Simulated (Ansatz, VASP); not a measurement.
One calculation of C, two programs

File INCAR:

```
SYSTEM = C
ALGO     = Normal         ! electronic algorithm
EDIFF    = 1E-7           ! SCF threshold, eV
EDIFFG   = -0.002         ! ionic threshold
ENCUT    = 600            ! plane-wave cutoff, eV
GGA      = PS             ! functional
GGA_COMPAT= .False.      
IBRION   = 2              ! ionic algorithm
ISIF     = 3              ! what is computed and relaxed
ISMEAR   = 0              ! smearing method
LASPH    = .True.         ! aspherical terms in the spheres
LCHARG   = .False.        ! write CHGCAR
LREAL    = .False.        ! projectors in reciprocal space
LWAVE    = .False.        ! write WAVECAR
NELM     = 120            ! most SCF steps
NELMIN   = 4            
NSW      = 100            ! ionic steps
PREC     = Accurate       ! precision mode
SIGMA    = 0.02           ! smearing width, eV
```

File KPOINTS:

```
k-points
0
Gamma
  12 12 12
  0 0 0
```

The input POSCAR:

```
C
1.0
    0.0000000000      1.7834000000      1.7834000000
    1.7834000000      0.0000000000      1.7834000000
    1.7834000000      1.7834000000      0.0000000000
C
2
Direct
    0.5000000000      0.5000000000      0.5000000000
    0.7500000000      0.7500000000      0.7500000000
```

Input for Ansatz:

```yaml
crystal:
  lattice:
    - [0.0, 1.7834, 1.7834]
    - [1.7834, 0.0, 1.7834]
    - [1.7834, 1.7834, 0.0]
  atoms:
    - { symbol: C, position: [0.5, 0.5, 0.5] }
    - { symbol: C, position: [0.75, 0.75, 0.75] }
basis:
  ecutwfc: 420
kpoints:
  mp_grid: { grid: [12, 12, 12] }
hamiltonian:
  xc: pbesol
  pseudopotentials: { kind: paw, azcp: { folder: soft_1 } }
scf:
  occupations: { method: gaussian, width: 0.02 }
output:
  forces: true
  stress: true
  eigenvalues: true
relax:
  adjacent_minimum: "off"
  f_tol: 0.002
  max_steps: 80
  cell: { stress_tol: 0.02 }
```

Alike in both runs: task relaxation of cell and atoms; functional PBEsol; k mesh 12 × 12 × 12; occupations gaussian, width 0.02 eV; no spin polarisation.

|  | VASP | Ansatz |
| --- | --- | --- |
| version | VASP 6.6.1 | Ansatz 0.2.0 |
| potentials or method | VASP PAW PBE potentials, release 64 (C), cutoff 600 eV | scalar-relativistic, plane waves, PAW |
| valence electrons in the cell | 8 | 8 |

```csv
,VASP,Ansatz,Ansatz less VASP
"gap on the k mesh at the Fermi level, each at its own relaxed structure (eV)",4.06,4.07,+0.008
relaxed volume (Å³/atom),5.62,5.61,-0.006
relaxed cell length with the largest relative difference (Å),2.514,2.513,-0.0009
```

VASP's potentials were made for PBE, not for PBEsol, and Ansatz warns of the same on its side.
